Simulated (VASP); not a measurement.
# GaP (I-4m2) in VASP: further runs

The runs below take GaP through single point, with PBEsol.

Everything below comes from runs of VASP 6.6.1. Logs are shortened: lines on timing, memory, paths and dates and some standing lists are left out, and cuts for length are marked.

**1. The cell of the first run**

It takes space group I-4m2 (No. 119, tetragonal). Conventional cell: a = 3.854 Å, b = 3.854 Å, c = 5.014 Å, α = 90.00°, β = 90.00°, γ = 90.00°. Ga (site symmetry -4m2) has 4 P at 2.30 Å within 3.0 Å. Within 3.0 Å of P (site symmetry -4m2) lie 4 Ga at 2.30 Å.

**2. Single point, PBEsol (strain +0.000 along x and y, -0.080 along z)**

INCAR

```
SYSTEM = GaP
PREC = Accurate
ENCUT = 520
EDIFF = 1E-7
ISMEAR = 0
SIGMA = 0.05
LREAL = .False.
LASPH = .True.
NELM = 60
ALGO = Normal
ISIF = 2
LWAVE = .False.
LCHARG = .False.
GGA = PS
NBANDS = 16
```

KPOINTS

```
Automatic mesh
0
Gamma
  8 8 8
  0 0 0
```

POSCAR

```
GaP
1.0
    0.0000000000      2.7252500000      2.5072300000
    2.7252500000      0.0000000000      2.5072300000
    2.7252500000      2.7252500000      0.0000000000
Ga P
1 1
Direct
    0.0000000000      0.0000000000      0.0000000000
    0.7500000000      0.7500000000      0.7500000000
```

Potentials or basis: VASP PAW PBE potentials, release 64 (Ga_d, P).

Started as:

```bash
$ cat potpaw_PBE.64/Ga_d/POTCAR potpaw_PBE.64/P/POTCAR > POTCAR
$ mpirun -np 1 vasp_std > vasp.out
```

OUTCAR:

```text
SYSTEM = GaP
   PREC = Accurate
   ENCUT = 520
   EDIFF = 1E-7
   ISMEAR = 0
   LREAL = .False.
   LASPH = .True.
   NELM = 60
   ISIF = 2
   GGA = PS

 ion  position               nearest neighbor table
   1  0.000  0.000  0.000-   2 2.30   2 2.30   2 2.30   2 2.30
   2  0.750  0.750  0.750-   1 2.30   1 2.30   1 2.30   1 2.30

  LATTYP: Found a body centered tetragonal cell.
 ALAT       =     3.8540855109
 C/A-ratio  =     1.3010764774

  Lattice vectors:

 A1 = (   0.0000000000,  -2.7252500000,  -2.5072300000)
 A2 = (   0.0000000000,   2.7252500000,  -2.5072300000)
 A3 = (   2.7252500000,   0.0000000000,   2.5072300000)

Analysis of symmetry for initial positions (statically):
=====================================================================
 Subroutine PRICEL returns:
 Original cell was already a primitive cell.

 Routine SETGRP: Setting up the symmetry group for a
 body centered tetragonal supercell.

 Subroutine GETGRP returns: Found  8 space group operations
 (whereof  8 operations were pure point group operations)
 out of a pool of 16 trial point group operations.

The static configuration has the point symmetry D_2d.

Analysis of symmetry for dynamics (positions and initial velocities):
=====================================================================
 Subroutine PRICEL returns:
 Original cell was already a primitive cell.

 Routine SETGRP: Setting up the symmetry group for a
 body centered tetragonal supercell.

 Subroutine GETGRP returns: Found  8 space group operations
 (whereof  8 operations were pure point group operations)
 out of a pool of 16 trial point group operations.

The dynamic configuration has the point symmetry D_2d.

 Subroutine INISYM returns: Found  8 space group operations
 (whereof  8 operations are pure point group operations),
 and found     1 'primitive' translations

----------------------------------------------------------------------------------------

                                     Primitive cell

  volume of cell :      37.2423

  direct lattice vectors                    reciprocal lattice vectors
     0.000000000  2.725250000  2.507230000    -0.183469406  0.183469406  0.199423268
     2.725250000  0.000000000  2.507230000     0.183469406 -0.183469406  0.199423268
     2.725250000  2.725250000  0.000000000     0.183469406  0.183469406 -0.199423268

  length of vectors
     3.703132436  3.703132436  3.854085511     0.327248661  0.327248661  0.327248661

  position of ions in fractional coordinates (direct lattice)
     0.000000000  0.000000000  0.000000000
     0.750000000  0.750000000  0.750000000

  ion indices of the primitive-cell ions
   primitive index   ion index
                 1           1
                 2           2

----------------------------------------------------------------------------------------

 KPOINTS: Automatic mesh

Automatic generation of k-mesh.
 Grid dimensions read from file:
 generate k-points for:    8    8    8

 Generating k-lattice:

  Cartesian coordinates                     Fractional coordinates (reciprocal lattice)
    -0.022933676  0.022933676  0.024927908     0.125000000  0.000000000  0.000000000
     0.022933676 -0.022933676  0.024927908     0.000000000  0.125000000  0.000000000
     0.022933676  0.022933676 -0.024927908    -0.000000000 -0.000000000  0.125000000

  Length of vectors
     0.040906083  0.040906083  0.040906083

  Shift w.r.t. Gamma in fractional coordinates (k-lattice)
     0.000000000  0.000000000  0.000000000

 Subroutine IBZKPT returns following result:
 ===========================================

 Found     59 irreducible k-points:

 Following reciprocal coordinates:
            Coordinates               Weight
  0.000000  0.000000  0.000000      1.000000
  0.125000  0.000000  0.000000      8.000000
  0.250000  0.000000  0.000000      8.000000
  0.375000  0.000000  0.000000      8.000000
  0.500000  0.000000  0.000000      4.000000
  0.125000  0.125000  0.000000      2.000000
[... 16 lines left out ...]
  0.250000  0.000000  0.125000     16.000000
  0.375000  0.000000  0.125000     16.000000
 [... further k-points ...]
   k-points           NKPTS =     59   k-points in BZ     NKDIM =     59   number of bands    NBANDS=     16
   number of dos      NEDOS =    301   number of ions     NIONS =      2
   total plane-waves  NPLWV =  23520
   dimension x,y,z NGX =    28 NGY =   28 NGZ =   30
   dimension x,y,z NGXF=    56 NGYF=   56 NGZF=   60
   ions per type =               1   1
   NGX,Y,Z   is equivalent  to a cutoff of  12.57, 12.57, 12.94 a.u.
   NGXF,Y,Z  is equivalent  to a cutoff of  25.14, 25.14, 25.88 a.u.
 SYSTEM =  GaP
   PREC   = accura    normal or accurate (medium, high low for compatibility)
   ISTART =      0    job   : 0-new  1-cont  2-samecut
   ICHARG =      2    charge: 1-file 2-atom 10-const
   ISPIN  =      1    spin polarized calculation?
   LNONCOLLINEAR =      F non collinear calculations
   LSORBIT =      F    spin-orbit coupling
   LASPH  =      T    aspherical Exc in radial PAW
   ENCUT  =  520.0 eV  38.22 Ry    6.18 a.u.   6.89  6.89  7.17*2*pi/ulx,y,z
   NELM   =     60;   NELMIN=  2; NELMDL= -5     # of ELM steps
   EDIFF  = 0.1E-06   stopping-criterion for ELM
   LREAL  =      F    real-space projection
   EDIFFG = 0.1E-05   stopping-criterion for IOM
   NSW    =      0    number of steps for IOM
   IBRION =     -1    ionic relax: 0-MD 1-quasi-New 2-CG
   NFREE  =      0    steps in history (QN), initial steepest desc. (CG)
   ISIF   =      2    stress and relaxation
   ISYM   =      2    0-nonsym 1-usesym 2-fastsym
   POTIM  = 0.5000    time-step for ionic-motion
   TEBEG  =    0.0;   TEEND  =   0.0 temperature during run
   PSTRESS=    0.0 pullay stress
   NELECT =      18.0000    total number of electrons
   NUPDOWN=      -1.0000    fix difference up-down
   EMIN   =  10.00;   EMAX   =-10.00  energy-range for DOS
   EFERMI =   0.00;   METHOD = LEGACY
   ISMEAR =     0;   SIGMA  =   0.05  broadening in eV -4-tet -1-fermi 0-gaus
   EFERMI_NEDOS =   21; number of points for ismear=-14 and -15
   IALGO  =     38    algorithm
   IMIX   =      4    mixing-type and parameters
     AMIX     =   0.40;   BMIX     =  1.00
     AMIX_MAG =   1.60;   BMIX_MAG =  1.00
  volume/ion in A,a.u.               =      18.62       125.66
  Fermi-wavevector in a.u.,A,eV,Ry     =   1.284754  2.427833 22.457686  1.650593
  Thomas-Fermi vector in A             =   2.416929
   LORBIT       =      0    0 simple, 1 ext, 2 COOP (PROOUT), +10 PAW based schemes
   GGA     = PS    functional components
   LHFCALC =     F    Hartree Fock is set to
   AEXX    =    0.0000 exact exchange contribution
   IVDW    =     0    specifies the selected vdW correction
   LEPSILON=     F    determine dielectric tensor
   LRPA    =     F    only Hartree local field effects (RPA)
 non-spin polarized calculation
 Gauss-broadening in eV      SIGMA  =   0.05
  energy-cutoff  :      520.00
  volume of cell :       37.24
 maximum number of plane-waves:      1026
   NGX = 13   NGY = 13   NGZ = 15

 number of electron      18.0000002 magnetization

 Free energy of the ion-electron system (eV)
  ---------------------------------------------------
  ext. energy  EPLUGINS =         0.00000000
  ---------------------------------------------------
  free energy    TOTEN  =        -9.81996415 eV

  energy without entropy =       -9.81996415  energy(sigma->0) =       -9.81996415

 E-fermi :   5.9731     XC(G=0): -10.4107

 val. band max:        5.7488441445   @ k =   0.0000   0.0000   0.0000
 cond. band min:       6.3195652407   @ k =   0.3750   0.3750   0.0000
 fundamental gap:      0.5707210962
 Fermi energy:         5.9730597411

 k-point     1 :       0.0000    0.0000    0.0000
  band No.  band energies     occupation
      1      -9.2633      2.00000
      2      -9.2633      2.00000
      3      -9.2399      2.00000
      4      -9.1358      2.00000
      5      -9.1264      2.00000
      6      -7.7103      2.00000
[... 8 lines left out ...]
     15      14.5673      0.00000
     16      15.9382      0.00000

 k-point     2 :       0.1250    0.0000    0.0000
  band No.  band energies     occupation
      1      -9.2790      2.00000
      2      -9.2570      2.00000
      3      -9.2397      2.00000
      4      -9.1362      2.00000
      5      -9.1254      2.00000
      6      -7.4820      2.00000
[... 8 lines left out ...]
     15      14.8318      0.00000
     16      15.5466      0.00000

 k-point     3 :       0.2500    0.0000    0.0000
  band No.  band energies     occupation
      1      -9.3203      2.00000
      2      -9.2441      2.00000
      3      -9.2290      2.00000
      4      -9.1364      2.00000
      5      -9.1204      2.00000
      6      -6.8364      2.00000
[... 8 lines left out ...]
     15      14.3812      0.00000
     16      15.8387      0.00000

 k-point     4 :       0.3750    0.0000    0.0000
  band No.  band energies     occupation
      1      -9.3564      2.00000
      2      -9.2349      2.00000
      3      -9.2193      2.00000
      4      -9.1343      2.00000
      5      -9.1114      2.00000
      6      -5.9185      2.00000
[... 8 lines left out ...]
     15      16.0341      0.00000
     16      16.1794      0.00000
[... 324 lines left out ...]
 k-point    22 :       0.1250    0.0000    0.1250
  band No.  band energies     occupation
      1      -9.2941      2.00000
      2      -9.2500      2.00000
      3      -9.2303      2.00000
      4      -9.1354      2.00000
      5      -9.1265      2.00000
      6      -7.4233      2.00000
[... 8 lines left out ...]
     15      15.4246      0.00000
     16      15.9091      0.00000

 k-point    23 :       0.2500    0.0000    0.1250
  band No.  band energies     occupation
      1      -9.3238      2.00000
      2      -9.2374      2.00000
      3      -9.2215      2.00000
      4      -9.1380      2.00000
      5      -9.1233      2.00000
      6      -6.9310      2.00000
[... 8 lines left out ...]
     15      15.4552      0.00000
     16      17.0181      0.00000

 k-point    24 :       0.3750    0.0000    0.1250
  band No.  band energies     occupation
      1      -9.3532      2.00000
      2      -9.2295      2.00000
      3      -9.2131      2.00000
      4      -9.1366      2.00000
      5      -9.1179      2.00000
      6      -6.0941      2.00000
[... 8 lines left out ...]
     15      16.0291      0.00000
     16      16.9900      0.00000

 [... further k-points ...]

------------------------ aborting loop because EDIFF is reached ----------------------------------------

  FORCE on cell =-STRESS in cart. coord.  units (eV):
  Direction    XX          YY          ZZ          XY          YZ          ZX
  --------------------------------------------------------------------------------------
  -------------------------------------------------------------------------------------
  Total        1.3216959      1.3216959      2.5130027      0.0000000      0.0000000      0.0000000
  in kB       56.8597892     56.8597892    108.1102007      0.0000000      0.0000000      0.0000000
  external PRESSURE =      73.9432597 kB  Pullay stress =       0.0000000 kB

 VOLUME and BASIS-vectors are now :
 -----------------------------------------------------------------------------
  energy-cutoff  :      520.00
  volume of cell :       37.24
      direct lattice vectors                 reciprocal lattice vectors
     0.000000000  2.725250000  2.507230000    -0.183469406  0.183469406  0.199423268
     2.725250000  0.000000000  2.507230000     0.183469406 -0.183469406  0.199423268
     2.725250000  2.725250000  0.000000000     0.183469406  0.183469406 -0.199423268

 POSITION                                       TOTAL-FORCE (eV/Angst)
 -----------------------------------------------------------------------------------
      0.00000      0.00000      0.00000        -0.000000      0.000000     -0.000000
      4.08788      4.08788      3.76084         0.000000      0.000000      0.000000
 -----------------------------------------------------------------------------------
    total drift:                                0.000001      0.000001      0.000010

  FREE ENERGIE OF THE ION-ELECTRON SYSTEM (eV)
  ---------------------------------------------------
  free  energy   TOTEN  =        -9.8199641474 eV

  energy  without entropy=       -9.8199641474  energy(sigma->0) =       -9.81996415
```

It took 43 s on 1 thread of AMD EPYC 7R43 (Zen 3), shared host; peak memory 0.14 GiB.

Results:

```yaml
Free_energy: -9.8200 eV
Pressure: 7.4 GPa
Band_gap_on_the_k_mesh: 0.57 eV (least direct gap 2.12 eV)
```

Stress tensor (GPa, compression positive):
```
 5.69  0.00  0.00
 0.00  5.69  0.00
 0.00  0.00 10.81
```

Caveat: the cell differs from its parent crystal (strain +0.000 along x and y, -0.080 along z); the stress differs along the axes, from 6 to 11 GPa; semilocal functionals underestimate gaps, and a narrow one can read as zero; the PAW data sets were made with another functional, which shifts forces and pressure a little. A k mesh can miss the band edges.

**3. Single point, PBEsol (strain +0.000 along x and y, -0.040 along z)**

INCAR

```
SYSTEM = GaP
ALGO = Normal
EDIFF = 1E-7
ENCUT = 520
GGA = PS
ISIF = 2
ISMEAR = 0
LASPH = .True.
LCHARG = .False.
LREAL = .False.
LWAVE = .False.
NBANDS = 16
NELM = 60
PREC = Accurate
SIGMA = 0.05
```

KPOINTS

```
k-points
0
Gamma
  8 8 8
  0 0 0
```

POSCAR

```
GaP
1.0
    0.0000000000      2.7252500000      2.6162400000
    2.7252500000      0.0000000000      2.6162400000
    2.7252500000      2.7252500000      0.0000000000
Ga P
1 1
Direct
    0.0000000000      0.0000000000      0.0000000000
    0.7500000000      0.7500000000      0.7500000000
```

Potentials or basis: VASP PAW PBE potentials, release 64 (Ga_d, P).

Started as:

```bash
$ cat potpaw_PBE.64/Ga_d/POTCAR potpaw_PBE.64/P/POTCAR > POTCAR
$ mpirun -np 1 vasp_std > vasp.out
```

Run time: 48 s. Hardware: 1 thread of AMD EPYC 7R43 (Zen 3), shared host; peak memory 0.15 GiB.

It converged, with:

* Free energy: -9.8992 eV
* Pressure: 3.0 GPa
* Band gap on the k mesh: 1.06 eV (least direct gap 1.93 eV)

Stress tensor (GPa, compression positive):
```
2.03 0.00 0.00
0.00 2.03 0.00
0.00 0.00 4.85
```

Levels at points of the mesh, in eV from the valence-band top:
| k point | band 5 | band 6 | band 7 | band 8 | band 9 | band 10 | band 11 | band 12 | band 13 | band 14 |
| --- | --- | --- | --- | --- | --- | --- | --- | --- | --- | --- |
| (0.00, 0.00, 0.00) | -14.65 | -12.98 | -0.22 | -0.22 | 0.00 | 1.93 | 3.62 | 3.71 | 3.71 | 8.59 |
| (0.50, 0.00, 0.00) | -14.64 | -10.75 | -7.08 | -1.51 | -1.17 | 1.52 | 4.33 | 4.70 | 8.03 | 10.83 |
| (0.50, 0.50, 0.00) | -14.62 | -9.66 | -6.96 | -3.20 | -3.20 | 1.09 | 1.26 | 10.68 | 10.68 | 11.55 |
| (0.50, 0.00, 0.50) | -14.63 | -9.86 | -7.24 | -2.92 | -2.88 | 1.39 | 1.66 | 10.59 | 10.61 | 11.15 |

Caveat: the cell differs from its parent crystal (strain +0.000 along x and y, -0.040 along z); the PAW data sets were made with another functional, which shifts forces and pressure a little. A k mesh can miss the band edges.
